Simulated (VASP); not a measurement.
# ZnTe3O in VASP: a series of runs

The runs below take ZnTe3O through single point, relaxation of cell and atoms, with PBE.

All numbers are computed with VASP 6.6.1; they aren't measurements. Logs are shortened: lines on timing, memory, paths and dates and some standing lists are left out, and cuts for length are marked.

## Step 1: The cell of the first run

Symmetry: Cmmm, No. 65, orthorhombic system. The conventional cell has a = 6.394 Å, b = 11.019 Å, c = 3.532 Å, α = 90.00°, β = 90.00°, γ = 90.00°. Zn (site symmetry mmm) has 2 O at 1.77 Å within 2.3 Å. Te (site symmetry 2/m) has 6 Te at 3.18 to 3.53 Å and 2 O at 3.18 Å and 4 Zn at 3.64 Å within 4.2 Å. Within 4.2 Å of Te (site symmetry mmm) lie 6 Te at 3.18 to 3.53 Å and 2 O at 3.20 Å and 4 Zn at 3.65 Å. Within 2.3 Å of O (site symmetry mmm) lie 2 Zn at 1.77 Å.

The cell was generated, and may not be a known phase.

## Step 2: Single point, PBE

File INCAR:

```
ALGO = Normal
EDIFF = 1E-6
ENCUT = 520
GGA = PE
ISIF = 2
ISMEAR = 0
LASPH = T
LCHARG = F
LREAL = F
LWAVE = F
NBANDS = 26
NELM = 80
PREC = Accurate
SIGMA = 0.1
```

File KPOINTS:

```
k-points
0
Gamma
  4 4 6
```

File POSCAR:

```
ZnTe3O
1.0
    3.1969074370     -5.5093422647      0.0000000000
    3.1969074370      5.5093422647      0.0000000000
    0.0000000000      0.0000000000      3.5315892229
Zn Te O
1 3 1
Direct
    0.0000000000      0.0000000000      0.0000000000
    0.0000000000      0.5000000000      0.5000000000
    0.5000000000      0.0000000000      0.5000000000
    0.5000000000      0.5000000000      0.5000000000
    0.0000000000      0.0000000000      0.5000000000
```

Potentials or basis: VASP PAW PBE potentials, release 64 (Zn, Te, O).

Launch:

```bash
cat potpaw_PBE.64/Zn/POTCAR potpaw_PBE.64/Te/POTCAR potpaw_PBE.64/O/POTCAR > POTCAR
mpirun -np 1 vasp_std > vasp.out
```

OUTCAR:

```text
EDIFF = 1E-6
   ENCUT = 520
   GGA = PE
   ISIF = 2
   ISMEAR = 0
   LASPH = T
   LREAL = F
   NELM = 80
   PREC = Accurate

 ion  position               nearest neighbor table
   1  0.000  0.000  0.000-   5 1.77   5 1.77
   2  0.000  0.500  0.500-   4 3.18   4 3.18   3 3.20   3 3.20
   3  0.500  0.000  0.500-   4 3.18   4 3.18   2 3.20   2 3.20
   4  0.500  0.500  0.500-   2 3.18   3 3.18   3 3.18   2 3.18
   5  0.000  0.000  0.500-   1 1.77   1 1.77

  LATTYP: Found a base centered orthorhombic cell.
 ALAT       =     6.3938148740
 B/A-ratio  =     1.7233349333
 C/A-ratio  =     0.5523446162

  Lattice vectors:

 A1 = (   3.1969074370,  -5.5093422647,   0.0000000000)
 A2 = (   3.1969074370,   5.5093422647,   0.0000000000)
 A3 = (   0.0000000000,   0.0000000000,   3.5315892229)

Analysis of symmetry for initial positions (statically):
=====================================================================
 Subroutine PRICEL returns:
 Original cell was already a primitive cell.

 Routine SETGRP: Setting up the symmetry group for a
 base centered orthorhombic supercell.

 Subroutine GETGRP returns: Found  8 space group operations
 (whereof  8 operations were pure point group operations)
 out of a pool of  8 trial point group operations.

The static configuration has the point symmetry D_2h.

Analysis of symmetry for dynamics (positions and initial velocities):
=====================================================================
 Subroutine PRICEL returns:
 Original cell was already a primitive cell.

 Routine SETGRP: Setting up the symmetry group for a
 base centered orthorhombic supercell.

 Subroutine GETGRP returns: Found  8 space group operations
 (whereof  8 operations were pure point group operations)
 out of a pool of  8 trial point group operations.

The dynamic configuration has the point symmetry D_2h.

 Subroutine INISYM returns: Found  8 space group operations
 (whereof  8 operations are pure point group operations),
 and found     1 'primitive' translations

----------------------------------------------------------------------------------------

                                     Primitive cell

  volume of cell :     124.4028

  direct lattice vectors                    reciprocal lattice vectors
     3.196907437 -5.509342265  0.000000000     0.156401150 -0.090754935  0.000000000
     3.196907437  5.509342265  0.000000000     0.156401150  0.090754935  0.000000000
     0.000000000  0.000000000  3.531589223     0.000000000  0.000000000  0.283158640

  length of vectors
     6.369699314  6.369699314  3.531589223     0.180825269  0.180825269  0.283158640

  position of ions in fractional coordinates (direct lattice)
     0.000000000  0.000000000  0.000000000
     0.000000000  0.500000000  0.500000000
     0.500000000  0.000000000  0.500000000
     0.500000000  0.500000000  0.500000000
     0.000000000  0.000000000  0.500000000

  ion indices of the primitive-cell ions
   primitive index   ion index
                 1           1
                 2           2
                 3           3
                 4           4
                 5           5

----------------------------------------------------------------------------------------

 KPOINTS: k-points

Automatic generation of k-mesh.
 Grid dimensions read from file:
 generate k-points for:    4    4    6

 Generating k-lattice:

  Cartesian coordinates                     Fractional coordinates (reciprocal lattice)
     0.039100288 -0.022688734  0.000000000     0.250000000  0.000000000  0.000000000
     0.039100288  0.022688734  0.000000000     0.000000000  0.250000000  0.000000000
     0.000000000  0.000000000  0.047193107     0.000000000  0.000000000  0.166666667

  Length of vectors
     0.045206317  0.045206317  0.047193107

  Shift w.r.t. Gamma in fractional coordinates (k-lattice)
     0.000000000  0.000000000  0.000000000

 Subroutine IBZKPT returns following result:
 ===========================================

 Found     28 irreducible k-points:

 Following reciprocal coordinates:
            Coordinates               Weight
  0.000000  0.000000  0.000000      1.000000
  0.250000  0.000000  0.000000      4.000000
  0.500000  0.000000  0.000000      2.000000
  0.250000  0.250000  0.000000      2.000000
  0.500000  0.250000  0.000000      4.000000
 -0.250000  0.250000  0.000000      2.000000
[... 16 lines left out ...]
  0.250000  0.000000  0.500000      4.000000
  0.500000  0.000000  0.500000      2.000000
 [... further k-points ...]
   k-points           NKPTS =     28   k-points in BZ     NKDIM =     28   number of bands    NBANDS=     26
   number of dos      NEDOS =    301   number of ions     NIONS =      5
   total plane-waves  NPLWV =  64512
   dimension x,y,z NGX =    48 NGY =   48 NGZ =   28
   dimension x,y,z NGXF=    96 NGYF=   96 NGZF=   56
   ions per type =               1   3   1
   NGX,Y,Z   is equivalent  to a cutoff of  12.53, 12.53, 13.18 a.u.
   NGXF,Y,Z  is equivalent  to a cutoff of  25.06, 25.06, 26.36 a.u.
 SYSTEM =  unknown system
   PREC   = accura    normal or accurate (medium, high low for compatibility)
   ISTART =      0    job   : 0-new  1-cont  2-samecut
   ICHARG =      2    charge: 1-file 2-atom 10-const
   ISPIN  =      1    spin polarized calculation?
   LNONCOLLINEAR =      F non collinear calculations
   LSORBIT =      F    spin-orbit coupling
   LASPH  =      T    aspherical Exc in radial PAW
   ENCUT  =  520.0 eV  38.22 Ry    6.18 a.u.  11.84 11.84  6.57*2*pi/ulx,y,z
   NELM   =     80;   NELMIN=  2; NELMDL= -5     # of ELM steps
   EDIFF  = 0.1E-05   stopping-criterion for ELM
   LREAL  =      F    real-space projection
   EDIFFG = 0.1E-04   stopping-criterion for IOM
   NSW    =      0    number of steps for IOM
   IBRION =     -1    ionic relax: 0-MD 1-quasi-New 2-CG
   NFREE  =      0    steps in history (QN), initial steepest desc. (CG)
   ISIF   =      2    stress and relaxation
   ISYM   =      2    0-nonsym 1-usesym 2-fastsym
   POTIM  = 0.5000    time-step for ionic-motion
   TEBEG  =    0.0;   TEEND  =   0.0 temperature during run
   PSTRESS=    0.0 pullay stress
   NELECT =      36.0000    total number of electrons
   NUPDOWN=      -1.0000    fix difference up-down
   EMIN   =  10.00;   EMAX   =-10.00  energy-range for DOS
   EFERMI =   0.00;   METHOD = LEGACY
   ISMEAR =     0;   SIGMA  =   0.10  broadening in eV -4-tet -1-fermi 0-gaus
   EFERMI_NEDOS =   21; number of points for ismear=-14 and -15
   IALGO  =     38    algorithm
   IMIX   =      4    mixing-type and parameters
     AMIX     =   0.40;   BMIX     =  1.00
     AMIX_MAG =   1.60;   BMIX_MAG =  1.00
  volume/ion in A,a.u.               =      24.88       167.90
  Fermi-wavevector in a.u.,A,eV,Ry     =   1.082843  2.046277 15.953510  1.172550
  Thomas-Fermi vector in A             =   2.218895
   LORBIT       =      0    0 simple, 1 ext, 2 COOP (PROOUT), +10 PAW based schemes
   GGA     = PE    functional components
   LHFCALC =     F    Hartree Fock is set to
   AEXX    =    0.0000 exact exchange contribution
   IVDW    =     0    specifies the selected vdW correction
   LEPSILON=     F    determine dielectric tensor
   LRPA    =     F    only Hartree local field effects (RPA)
 non-spin polarized calculation
 Gauss-broadening in eV      SIGMA  =   0.10
  energy-cutoff  :      520.00
  volume of cell :      124.40
 maximum number of plane-waves:      3374
   NGX = 23   NGY = 23   NGZ = 13

 number of electron      36.0000007 magnetization

 Free energy of the ion-electron system (eV)
  ---------------------------------------------------
  ext. energy  EPLUGINS =         0.00000000
  ---------------------------------------------------
  free energy    TOTEN  =       -16.06157476 eV

  energy without entropy =      -16.04588778  energy(sigma->0) =      -16.05373127

 E-fermi :   5.4432     XC(G=0):  -9.6018

 val. band max:        5.3404317951   @ k =   0.5000   0.0000   0.3333
 cond. band min:       5.4672034716   @ k =   0.5000   0.5000   0.1667
 fundamental gap:      0.1267716765
 Fermi energy:         5.4431650498

 k-point     1 :       0.0000    0.0000    0.0000
  band No.  band energies     occupation
      1     -13.1679      2.00000
      2      -7.6493      2.00000
      3      -5.1593      2.00000
      4      -5.1324      2.00000
      5      -1.6316      2.00000
      6      -1.6312      2.00000
[... 18 lines left out ...]
     25      12.1678      0.00000
     26      12.2024      0.00000

 k-point     2 :       0.2500    0.0000    0.0000
  band No.  band energies     occupation
      1     -13.1639      2.00000
      2      -7.4657      2.00000
      3      -5.7168      2.00000
      4      -5.1969      2.00000
      5      -1.6563      2.00000
      6      -1.6501      2.00000
[... 18 lines left out ...]
     25      11.9366      0.00000
     26      12.3664      0.00000

 k-point     3 :       0.5000    0.0000    0.0000
  band No.  band energies     occupation
      1     -13.1598      2.00000
      2      -7.1331      2.00000
      3      -6.3507      2.00000
      4      -5.2517      2.00000
      5      -1.6743      2.00000
      6      -1.6650      2.00000
[... 18 lines left out ...]
     25      11.9843      0.00000
     26      12.0101      0.00000

 k-point     4 :       0.2500    0.2500    0.0000
  band No.  band energies     occupation
      1     -13.1599      2.00000
      2      -7.1245      2.00000
      3      -6.3679      2.00000
      4      -5.2457      2.00000
      5      -1.6719      2.00000
      6      -1.6640      2.00000
[... 18 lines left out ...]
     25      11.8181      0.00000
     26      12.6963      0.00000

 k-point     5 :       0.5000    0.2500    0.0000
  band No.  band energies     occupation
      1     -13.1598      2.00000
      2      -7.1168      2.00000
      3      -6.3725      2.00000
      4      -5.2568      2.00000
      5      -1.6722      2.00000
      6      -1.6640      2.00000
[... 18 lines left out ...]
     25      11.8325      0.00000
     26      12.6834      0.00000

 k-point     6 :      -0.2500    0.2500    0.0000
  band No.  band energies     occupation
      1     -13.1638      2.00000
      2      -7.4622      2.00000
      3      -5.7083      2.00000
      4      -5.2187      2.00000
      5      -1.6565      2.00000
      6      -1.6501      2.00000
[... 427 lines left out ...]
 k-point    21 :       0.5000    0.5000    0.3333
  band No.  band energies     occupation
      1     -12.6976      2.00000
      2      -6.4677      2.00000
      3      -5.6938      2.00000
      4      -4.6193      2.00000
      5      -3.2424      2.00000
      6      -1.9424      2.00000
[... 18 lines left out ...]
     25      10.8972      0.00000
     26      12.3267      0.00000

 k-point    22 :       0.0000    0.0000    0.5000
  band No.  band energies     occupation
      1     -12.5271      2.00000
      2      -6.6975      2.00000
      3      -4.1949      2.00000
      4      -4.1673      2.00000
      5      -3.8467      2.00000
      6      -2.1544      2.00000
[... 18 lines left out ...]
     25      11.1050      0.00000
     26      11.1205      0.00000

 k-point    23 :       0.2500    0.0000    0.5000
  band No.  band energies     occupation
      1     -12.5238      2.00000
      2      -6.5213      2.00000
      3      -4.7683      2.00000
      4      -4.2479      2.00000
      5      -3.8444      2.00000
      6      -2.0950      2.00000
[... 18 lines left out ...]
     25      10.8958      0.00000
     26      12.0289      0.00000

 k-point    24 :       0.5000    0.0000    0.5000
  band No.  band energies     occupation
      1     -12.5203      2.00000
      2      -6.2063      2.00000
      3      -5.3951      2.00000
      4      -4.3159      2.00000
      5      -3.8422      2.00000
      6      -2.0437      2.00000
[... 18 lines left out ...]
     25      10.5295      0.00000
     26      11.4760      0.00000

 [... further k-points ...]

------------------------ aborting loop because EDIFF is reached ----------------------------------------

  FORCE on cell =-STRESS in cart. coord.  units (eV):
  Direction    XX          YY          ZZ          XY          YZ          ZX
  --------------------------------------------------------------------------------------
  -------------------------------------------------------------------------------------
  Total       -0.2368074     -0.1696559      0.7048769      0.0000000      0.0000000      0.0000000
  in kB       -3.0498317     -2.1849902      9.0780776      0.0000000      0.0000000      0.0000000
  external PRESSURE =       1.2810853 kB  Pullay stress =       0.0000000 kB

 VOLUME and BASIS-vectors are now :
 -----------------------------------------------------------------------------
  energy-cutoff  :      520.00
  volume of cell :      124.40
      direct lattice vectors                 reciprocal lattice vectors
     3.196907437 -5.509342265  0.000000000     0.156401150 -0.090754935  0.000000000
     3.196907437  5.509342265  0.000000000     0.156401150  0.090754935  0.000000000
     0.000000000  0.000000000  3.531589223     0.000000000  0.000000000  0.283158640

 POSITION                                       TOTAL-FORCE (eV/Angst)
 -----------------------------------------------------------------------------------
      0.00000      0.00000      0.00000        -0.000000     -0.000000      0.000000
      1.59845      2.75467      1.76579        -0.000000     -0.000000      0.000000
      1.59845     -2.75467      1.76579        -0.000000      0.000000      0.000000
      3.19691      0.00000      1.76579         0.000000     -0.000000      0.000000
      0.00000      0.00000      1.76579        -0.000000     -0.000000      0.000000
 -----------------------------------------------------------------------------------
    total drift:                                0.000000      0.000000     -0.000000

  FREE ENERGIE OF THE ION-ELECTRON SYSTEM (eV)
  ---------------------------------------------------
  free  energy   TOTEN  =       -16.0615747599 eV

  energy  without entropy=      -16.0458877786  energy(sigma->0) =      -16.05373127
```

It took 73 s on 1 thread of Intel Xeon Platinum 8259CL at 2.50GHz (Skylake/Cascade Lake), shared host; peak memory 0.3 GiB.

What came out:

```yaml
Free_energy: -16.0616 eV
Pressure: 0.1 GPa
Band_gap_on_the_k_mesh: zero (bands 18 and 19 overlap by 2.57 eV)
```

Caveat: spin-orbit coupling is left out, which moves the levels of the heavy elements.

[end of part 1 of 2]

The gap in the log of VASP goes by the Fermi energy; the results here count the filled bands.